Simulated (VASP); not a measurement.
# Rb (Pm-3m) in VASP: a series of runs

Runs on Rb. Level: LDA. Tasks: single point.

Everything below comes from runs of VASP 6.6.1. Logs are shortened: lines on timing, memory, paths and dates and some standing lists are left out, and cuts for length are marked.

## (1) The cell of the first run

It takes space group Pm-3m (No. 221, cubic). The conventional cell has a = 4.395 Å, b = 4.395 Å, c = 4.395 Å, α = 90.00°, β = 90.00°, γ = 90.00°. Rb (site symmetry m-3m) has 6 Rb at 4.39 Å within 5.8 Å.

This isn't the form of Rb at room conditions, which is bcc.

## (2) Single point, LDA

The input, INCAR:

```
SYSTEM = Rb
ALGO = Normal
EDIFF = 1E-7
ENCUT = 520
GGA = CA
ISIF = 2
ISMEAR = -1
LASPH = .TRUE.
LCHARG = .FALSE.
LREAL = .FALSE.
LWAVE = .FALSE.
NBANDS = 10
NELM = 60
PREC = Accurate
SIGMA = 0.1
```

The input, KPOINTS:

```
k-points
0
G
  7 7 7
  0 0 0
```

The input, POSCAR:

```
Rb
1.0
    4.3947841151      0.0000000000      0.0000000000
    0.0000000000      4.3947841151      0.0000000000
    0.0000000000      0.0000000000      4.3947841151
Rb
1
Direct
    0.0000000000      0.0000000000      0.0000000000
```

Potentials or basis: VASP PAW LDA potentials, release 64 (Rb_sv).

The run is started by

```bash
$ cat potpaw_LDA.64/Rb_sv/POTCAR > POTCAR
$ mpirun -np 1 vasp_std > vasp.out
```

OUTCAR:

```text
SYSTEM = Rb
   EDIFF = 1E-7
   ENCUT = 520
   GGA = CA
   ISIF = 2
   ISMEAR = -1
   LASPH = .TRUE.
   LREAL = .FALSE.
   NELM = 60
   PREC = Accurate

 ion  position               nearest neighbor table
   1  0.000  0.000  0.000-

  LATTYP: Found a simple cubic cell.
 ALAT       =     4.3947841151

  Lattice vectors:

 A1 = (   4.3947841151,   0.0000000000,   0.0000000000)
 A2 = (   0.0000000000,   4.3947841151,   0.0000000000)
 A3 = (   0.0000000000,   0.0000000000,   4.3947841151)

Analysis of symmetry for initial positions (statically):
=====================================================================
 Subroutine PRICEL returns:
 Original cell was already a primitive cell.

 Routine SETGRP: Setting up the symmetry group for a
 simple cubic supercell.

 Subroutine GETGRP returns: Found 48 space group operations
 (whereof 48 operations were pure point group operations)
 out of a pool of 48 trial point group operations.

The static configuration has the point symmetry O_h .

Analysis of symmetry for dynamics (positions and initial velocities):
=====================================================================
 Subroutine PRICEL returns:
 Original cell was already a primitive cell.

 Routine SETGRP: Setting up the symmetry group for a
 simple cubic supercell.

 Subroutine GETGRP returns: Found 48 space group operations
 (whereof 48 operations were pure point group operations)
 out of a pool of 48 trial point group operations.

The dynamic configuration has the point symmetry O_h .

 Subroutine INISYM returns: Found 48 space group operations
 (whereof 48 operations are pure point group operations),
 and found     1 'primitive' translations

----------------------------------------------------------------------------------------

                                     Primitive cell

  volume of cell :      84.8814

  direct lattice vectors                    reciprocal lattice vectors
     4.394784115  0.000000000  0.000000000     0.227542463  0.000000000  0.000000000
     0.000000000  4.394784115  0.000000000     0.000000000  0.227542463  0.000000000
     0.000000000  0.000000000  4.394784115     0.000000000  0.000000000  0.227542463

  length of vectors
[... 75 lines left out ...]
   EDIFF  = 0.1E-06   stopping-criterion for ELM
   LREAL  =      F    real-space projection
   EDIFFG = 0.1E-05   stopping-criterion for IOM
   NSW    =      0    number of steps for IOM
   IBRION =     -1    ionic relax: 0-MD 1-quasi-New 2-CG
   NFREE  =      0    steps in history (QN), initial steepest desc. (CG)
   ISIF   =      2    stress and relaxation
   ISYM   =      2    0-nonsym 1-usesym 2-fastsym
   POTIM  = 0.5000    time-step for ionic-motion
   TEBEG  =    0.0;   TEEND  =   0.0 temperature during run
   PSTRESS=    0.0 pullay stress
   NELECT =       9.0000    total number of electrons
   NUPDOWN=      -1.0000    fix difference up-down
   EMIN   =  10.00;   EMAX   =-10.00  energy-range for DOS
   EFERMI =   0.00;   METHOD = LEGACY
   ISMEAR =    -1;   SIGMA  =   0.10  broadening in eV -4-tet -1-fermi 0-gaus
   EFERMI_NEDOS =   21; number of points for ismear=-14 and -15
   IALGO  =     38    algorithm
   IMIX   =      4    mixing-type and parameters
     AMIX     =   0.40;   BMIX     =  1.00
     AMIX_MAG =   1.60;   BMIX_MAG =  1.00
  volume/ion in A,a.u.               =      84.88       572.81
  Fermi-wavevector in a.u.,A,eV,Ry     =   0.774851  1.464256  8.168854  0.600394
  Thomas-Fermi vector in A             =   1.876994
   LORBIT       =      0    0 simple, 1 ext, 2 COOP (PROOUT), +10 PAW based schemes
   GGA     = CA    functional components
   LHFCALC =     F    Hartree Fock is set to
   AEXX    =    0.0000 exact exchange contribution
   IVDW    =     0    specifies the selected vdW correction
   LEPSILON=     F    determine dielectric tensor
   LRPA    =     F    only Hartree local field effects (RPA)
 non-spin polarized calculation
  energy-cutoff  :      520.00
  volume of cell :       84.88
 maximum number of plane-waves:      2302
 NGX is ok and might be reduce to    36
   NGX = 17   NGY = 17   NGZ = 17

 number of electron       9.0000000 magnetization

 Free energy of the ion-electron system (eV)
  ---------------------------------------------------
  ext. energy  EPLUGINS =         0.00000000
  ---------------------------------------------------
  free energy    TOTEN  =        -0.97541385 eV

  energy without entropy =       -0.95047256  energy(sigma->0) =       -0.96294321

 E-fermi :  -0.0305     XC(G=0):  -5.8401

 val. band max:       -0.1464373362   @ k =   0.4286   0.1429   0.1429
 cond. band min:       0.0326695293   @ k =   0.2857   0.2857   0.2857
 fundamental gap:      0.1791068655
 Fermi energy:        -0.0305386231

 k-point     1 :       0.0000    0.0000    0.0000
  band No.  band energies     occupation
      1     -28.9374      2.00000
      2     -13.0025      2.00000
      3     -13.0025      2.00000
      4     -13.0025      2.00000
      5      -2.1093      2.00000
      6       2.2006      0.00000
      7       2.2006      0.00000
      8       6.0962      0.00000
      9       6.0971      0.00000
     10       6.1035      0.00000
[... 235 lines left out ...]
 k-point    20 :       0.4286    0.4286    0.4286
  band No.  band energies     occupation
      1     -28.9128      2.00000
      2     -13.1434      2.00000
      3     -13.1420      2.00000
      4     -13.1420      2.00000
      5       1.4610      0.00000
      6       1.8308      0.00000
      7       1.8308      0.00000
      8       3.9695      0.00000
      9       4.3952      0.00000
     10       4.3955      0.00000

------------------------ aborting loop because EDIFF is reached ----------------------------------------

  FORCE on cell =-STRESS in cart. coord.  units (eV):
  Direction    XX          YY          ZZ          XY          YZ          ZX
  --------------------------------------------------------------------------------------
  -------------------------------------------------------------------------------------
  Total       -0.0059395     -0.0059395     -0.0059395      0.0000000     -0.0000000     -0.0000000
  in kB       -0.1121107     -0.1121107     -0.1121107      0.0000000     -0.0000000     -0.0000000
  external PRESSURE =      -0.1121107 kB  Pullay stress =       0.0000000 kB

 VOLUME and BASIS-vectors are now :
 -----------------------------------------------------------------------------
  energy-cutoff  :      520.00
  volume of cell :       84.88
      direct lattice vectors                 reciprocal lattice vectors
     4.394784115  0.000000000  0.000000000     0.227542463  0.000000000  0.000000000
     0.000000000  4.394784115  0.000000000     0.000000000  0.227542463  0.000000000
     0.000000000  0.000000000  4.394784115     0.000000000  0.000000000  0.227542463

 POSITION                                       TOTAL-FORCE (eV/Angst)
 -----------------------------------------------------------------------------------
      0.00000      0.00000      0.00000         0.000000      0.000000      0.000000
 -----------------------------------------------------------------------------------
    total drift:                                0.000000      0.000000     -0.000000

  FREE ENERGIE OF THE ION-ELECTRON SYSTEM (eV)
  ---------------------------------------------------
  free  energy   TOTEN  =        -0.9754138542 eV

  energy  without entropy=       -0.9504725628  energy(sigma->0) =       -0.96294321
```

stdout:

```text
POSCAR found type information on POSCAR Rb
 POSCAR found :  1 types and       1 ions
 scaLAPACK will be used
 LDA part: xc-table for (Slater(with rela. corr.)+CA(PZ))
 , standard interpolation
 POSCAR, INCAR and KPOINTS ok, starting setup
 FFT: planning ... GRIDC
 FFT: planning ... GRID_SOFT
 FFT: planning ... GRID
 WAVECAR not read
 entering main loop
```

Run time: 8 s. Hardware: 1 thread of Intel Xeon 6975P-C (Granite Rapids), shared host; peak memory 0.16 GiB.

What came out:

| Property | Result |
| --- | --- |
| Free energy | -0.9754 eV |
| Pressure | 0.0 GPa |
| Band gap on the k mesh | zero (an odd number of electrons rules out a gap without spin polarisation) |

## (3) Single point, LDA (74.70 Å³/atom)

This run uses another cell than the first one, of 74.70 Å³/atom.

The input, INCAR:

```
PREC = Accurate
ENCUT = 520
EDIFF = 1E-7
ISMEAR = -1
SIGMA = 0.1
LREAL = F
LASPH = T
NELM = 100
ALGO = Normal
ISIF = 2
LWAVE = F
LCHARG = T
GGA = CA
LELF = T
LVHAR = T
NBANDS = 10
```

The input, KPOINTS:

```
Automatic mesh
0
Gamma
  8 8 8
```

The input, POSCAR:

```
Rb
1.0
    4.2114511753      0.0000000000      0.0000000000
    0.0000000000      4.2114511753      0.0000000000
    0.0000000000      0.0000000000      4.2114511753
Rb
1
Direct
    0.0000000000      0.0000000000      0.0000000000
```

Potentials or basis: VASP PAW LDA potentials, release 64 (Rb_sv).

The run is started by

```bash
$ cat potpaw_LDA.64/Rb_sv/POTCAR > POTCAR
$ mpirun -np 1 vasp_std > vasp.out
```

It took 7.9 s on 1 thread of Intel Xeon 6975P-C (Granite Rapids), shared host; peak memory 0.15 GiB.

It converged, with:

- Free energy: -0.9645 eV
- Pressure: 0.4 GPa
- Band gap on the k mesh: zero (an odd number of electrons rules out a gap without spin polarisation)

Levels at points of the mesh, in eV from the Fermi level:
```
           k point  band 1  band 2  band 3  band 4  band 5  band 6  band 7  band 8  band 9
(0.00, 0.00, 0.00)  -28.90  -12.93  -12.93  -12.93   -2.26    2.19    2.19    6.50    6.50
(0.50, 0.00, 0.00)  -28.89  -13.22  -12.91  -12.91   -0.23    0.47    2.84    4.34    4.34
(0.50, 0.50, 0.00)  -28.87  -13.18  -13.18  -12.88    0.56    1.83    2.66    2.66    4.90
(0.50, 0.50, 0.50)  -28.86  -13.14  -13.14  -13.14    1.68    1.68    1.68    4.07    5.18
```

## (4) Single point, LDA (78.09 Å³/atom)

This run uses another cell than the first one, of 78.09 Å³/atom.

The input, INCAR:

```
ALGO = Normal ; EDIFF = 1E-6
ENCUT = 520 ; ISIF = 2
ISMEAR = -1 ; LASPH = T
LCHARG = F ; LREAL = F
LWAVE = F ; NBANDS = 10
NELM = 60 ; PREC = Accurate
SIGMA = 0.1
```

The input, KPOINTS:

```
k-points
0
Gamma
  8 8 8
```

The input, POSCAR:

```
Rb
1.0
    4.2743179240      0.0000000000      0.0000000000
    0.0000000000      4.2743179240      0.0000000000
    0.0000000000      0.0000000000      4.2743179240
Rb
1
Direct
    0.0000000000      0.0000000000      0.0000000000
```

The run is started by

```bash
$ cat potpaw_LDA.64/Rb_sv/POTCAR > POTCAR
$ mpirun -np 1 vasp_std > vasp.out
```

It took 7.5 s on 1 thread of Intel Xeon 6975P-C (Granite Rapids), shared host; peak memory 0.15 GiB.

Results (log left out):

```
Free energy            : -0.9716 eV
Pressure               : 0.2 GPa
Band gap on the k mesh : zero (an odd number of electrons rules out a gap without spin polarisation)
```

Levels at points of the mesh, in eV from the Fermi level:
```csv
k point,band 2,band 3,band 4,band 5,band 6,band 7
"(0.00, 0.00, 0.00)",-12.94,-12.94,-12.94,-2.20,2.21,2.21
"(0.50, 0.00, 0.00)",-13.20,-12.92,-12.92,-0.23,0.46,2.84
"(0.50, 0.50, 0.00)",-13.16,-13.16,-12.90,0.62,1.78,2.56
"(0.50, 0.50, 0.50)",-13.13,-13.13,-13.13,1.71,1.71,1.71
```

## (5) Single point, LDA (81.49 Å³/atom)

This run uses another cell than the first one, of 81.49 Å³/atom.

The input, INCAR:

```
PREC     = Accurate       # precision mode
ENCUT    = 520            # plane-wave cutoff, eV
EDIFF    = 1E-6           # SCF threshold, eV
ISMEAR   = -1             # smearing method
SIGMA    = 0.1            # smearing width, eV
LREAL    = False          # projectors in reciprocal space
LASPH    = True           # aspherical terms in the spheres
NELM     = 80             # most SCF steps
ALGO     = Normal         # electronic algorithm
ISIF     = 2              # what is computed and relaxed
LWAVE    = False          # write WAVECAR
LCHARG   = False          # write CHGCAR
NBANDS   = 10             # bands
```

The input, KPOINTS:

```
regular mesh
0
Gamma
  8 8 8
```

The input, POSCAR:

```
Rb
1.0
    4.3353878595      0.0000000000      0.0000000000
    0.0000000000      4.3353878595      0.0000000000
    0.0000000000      0.0000000000      4.3353878595
Rb
1
Direct
    0.0000000000      0.0000000000      0.0000000000
```

Potentials or basis: VASP PAW LDA potentials, release 64 (Rb_sv).

The run is started by

```bash
$ cat potpaw_LDA.64/Rb_sv/POTCAR > POTCAR
$ mpirun -np 1 vasp_std > vasp.out
```

OUTCAR:

```text
PREC = Accurate
   ENCUT = 520
   EDIFF = 1E-6
   ISMEAR = -1
   LREAL = False
   LASPH = True
   NELM = 80
   ISIF = 2

 ion  position               nearest neighbor table
   1  0.000  0.000  0.000-

  LATTYP: Found a simple cubic cell.
 ALAT       =     4.3353878595

  Lattice vectors:

 A1 = (   4.3353878595,   0.0000000000,   0.0000000000)
 A2 = (   0.0000000000,   4.3353878595,   0.0000000000)
 A3 = (   0.0000000000,   0.0000000000,   4.3353878595)

Analysis of symmetry for initial positions (statically):
=====================================================================
 Subroutine PRICEL returns:
 Original cell was already a primitive cell.

 Routine SETGRP: Setting up the symmetry group for a
 simple cubic supercell.

 Subroutine GETGRP returns: Found 48 space group operations
 (whereof 48 operations were pure point group operations)
 out of a pool of 48 trial point group operations.

The static configuration has the point symmetry O_h .

Analysis of symmetry for dynamics (positions and initial velocities):
=====================================================================
 Subroutine PRICEL returns:
 Original cell was already a primitive cell.
[... 154 lines left out ...]

 val. band max:        0.0275649173   @ k =   0.5000   0.1250   0.0000
 cond. band min:       0.2150293508   @ k =   0.5000   0.1250   0.1250
 fundamental gap:      0.1874644335
 Fermi energy:         0.0660293508

 k-point     1 :       0.0000    0.0000    0.0000
  band No.  band energies     occupation
      1     -28.8352      2.00000
      2     -12.8908      2.00000
      3     -12.8908      2.00000
      4     -12.8908      2.00000
      5      -2.0680      2.00000
      6       2.2876      0.00000
      7       2.2876      0.00000
      8       6.3108      0.00000
      9       6.3139      0.00000
     10       6.4031      0.00000
[... 287 lines left out ...]
 k-point    24 :       0.5000    0.3750    0.1250
  band No.  band energies     occupation
      1     -28.8145      2.00000
      2     -13.0841      2.00000
      3     -13.0496      2.00000
      4     -12.8859      2.00000
      5       0.7990      0.00131
      6       1.4403      0.00000
      7       2.5931      0.00000
      8       2.9729      0.00000
      9       4.7070      0.00000
     10       4.7296      0.00000

 [... further k-points ...]
[... 5 lines left out ...]
  --------------------------------------------------------------------------------------
  -------------------------------------------------------------------------------------
  Total        0.0492574      0.0492574      0.0492574     -0.0000000     -0.0000000      0.0000000
  in kB        0.9684965      0.9684965      0.9684965     -0.0000000     -0.0000000      0.0000000
  external PRESSURE =       0.9684965 kB  Pullay stress =       0.0000000 kB

 VOLUME and BASIS-vectors are now :
 -----------------------------------------------------------------------------
  energy-cutoff  :      520.00
  volume of cell :       81.49
      direct lattice vectors                 reciprocal lattice vectors
     4.335387859  0.000000000  0.000000000     0.230659870  0.000000000  0.000000000
     0.000000000  4.335387859  0.000000000     0.000000000  0.230659870  0.000000000
     0.000000000  0.000000000  4.335387859     0.000000000  0.000000000  0.230659870

 POSITION                                       TOTAL-FORCE (eV/Angst)
 -----------------------------------------------------------------------------------
      0.00000      0.00000      0.00000         0.000000      0.000000      0.000000
 -----------------------------------------------------------------------------------
    total drift:                                0.000000      0.000000      0.000000

  FREE ENERGIE OF THE ION-ELECTRON SYSTEM (eV)
  ---------------------------------------------------
  free  energy   TOTEN  =        -0.9752535093 eV

  energy  without entropy=       -0.9504223596  energy(sigma->0) =       -0.96283793
```

OSZICAR:

```text
N       E                     dE             d eps       ncg     rms          rms(c)
DAV:   1     0.403302886484E+02    0.40330E+02   -0.35125E+03   700   0.675E+02
DAV:   2     0.172406041690E+01   -0.38606E+02   -0.37792E+02   764   0.128E+02
DAV:   3    -0.849832720583E+00   -0.25739E+01   -0.25672E+01   938   0.312E+01
DAV:   4    -0.977496618060E+00   -0.12766E+00   -0.12730E+00  1024   0.572E+00
DAV:   5    -0.978992718377E+00   -0.14961E-02   -0.14960E-02   952   0.662E-01    0.136E+00
DAV:   6    -0.976427590129E+00    0.25651E-02   -0.32974E-03   940   0.297E-01    0.837E-01
DAV:   7    -0.975251021419E+00    0.11766E-02   -0.46813E-03   818   0.350E-01    0.676E-02
DAV:   8    -0.975248730206E+00    0.22912E-05   -0.36630E-04   972   0.122E-01    0.274E-02
DAV:   9    -0.975253790240E+00   -0.50600E-05   -0.16466E-05   828   0.304E-02    0.776E-03
DAV:  10    -0.975253509319E+00    0.28092E-06   -0.85713E-06   826   0.169E-02
   1 F= -.97525351E+00 E0= -.96283793E+00  d E =-.248311E-01
```

stdout:

```text
POSCAR found type information on POSCAR Rb
 POSCAR found :  1 types and       1 ions
 scaLAPACK will be used
 LDA part: xc-table for (Slater(with rela. corr.)+CA(PZ))
 , standard interpolation
 POSCAR, INCAR and KPOINTS ok, starting setup
 FFT: planning ... GRIDC
 FFT: planning ... GRID_SOFT
 FFT: planning ... GRID
 WAVECAR not read
 entering main loop
```

Run time: 7 s. Hardware: 1 thread of Intel Xeon 6975P-C (Granite Rapids), shared host; peak memory 0.16 GiB.

Results:

- Free energy: -0.9753 eV
- Pressure: 0.1 GPa
- Band gap on the k mesh: zero (an odd number of electrons rules out a gap without spin polarisation)

## (6) Single point, LDA (84.88 Å³/atom)

The input, INCAR:

```
PREC = Accurate
ENCUT = 520
EDIFF = 1E-6
ISMEAR = -1
SIGMA = 0.1
LREAL = F
LASPH = T
NELM = 80
ALGO = Normal
ISIF = 2
LWAVE = F
LCHARG = F
NBANDS = 10
```

KPOINTS is that of step 5.

The input, POSCAR:

```
Rb
1.0
    4.3947841151      0.0000000000      0.0000000000
    0.0000000000      4.3947841151      0.0000000000
    0.0000000000      0.0000000000      4.3947841151
Rb
1
Direct
    0.0000000000      0.0000000000      0.0000000000
```

Potentials or basis: VASP PAW LDA potentials, release 64 (Rb_sv).

The run is started by

```bash
$ cat potpaw_LDA.64/Rb_sv/POTCAR > POTCAR
$ mpirun -np 1 vasp_std > vasp.out
```

Wall time 11 s (1 thread of Intel Xeon 6975P-C (Granite Rapids), shared host); peak memory 0.17 GiB.

The run converged. Its results:

```yaml
Free_energy: -0.9761 eV
Pressure: 0.0 GPa
Band_gap_on_the_k_mesh: zero (an odd number of electrons rules out a gap without spin polarisation)
```

Levels at points of the mesh, in eV from the Fermi level:
```tsv
k point	band 1	band 2	band 3	band 4	band 5	band 6	band 7	band 8	band 9
(0.00, 0.00, 0.00)	-28.90	-12.97	-12.97	-12.97	-2.07	2.23	2.23	6.13	6.13
(0.50, 0.00, 0.00)	-28.90	-13.17	-12.95	-12.95	-0.23	0.44	2.83	4.20	4.20
(0.50, 0.50, 0.00)	-28.89	-13.14	-13.14	-12.94	0.74	1.69	2.39	2.39	4.70
(0.50, 0.50, 0.50)	-28.88	-13.12	-13.12	-13.12	1.77	1.77	1.77	3.96	4.59
```

## (7) The runs side by side

| cell | k mesh | gap on the mesh (eV) | pressure (GPa) |
| --- | --- | --- | --- |
| a = 4.395 Å, 1 atom | 7 × 7 × 7 | none | 0.0 |
| a = 4.211 Å, 1 atom | 8 × 8 × 8 | none | 0.4 |
| a = 4.274 Å, 1 atom | 8 × 8 × 8 | none | 0.2 |
| a = 4.335 Å, 1 atom | 8 × 8 × 8 | none | 0.1 |
| a = 4.395 Å, 1 atom | 8 × 8 × 8 | none | 0.0 |

Alike in all rows: task single point; level LDA; potentials or basis VASP PAW LDA potentials, release 64 (Rb_sv); no spin polarisation; cutoff (eV) 520; smearing fermi-dirac 0.1 eV.

Absolute energies hang on the potentials; compare differences alone.
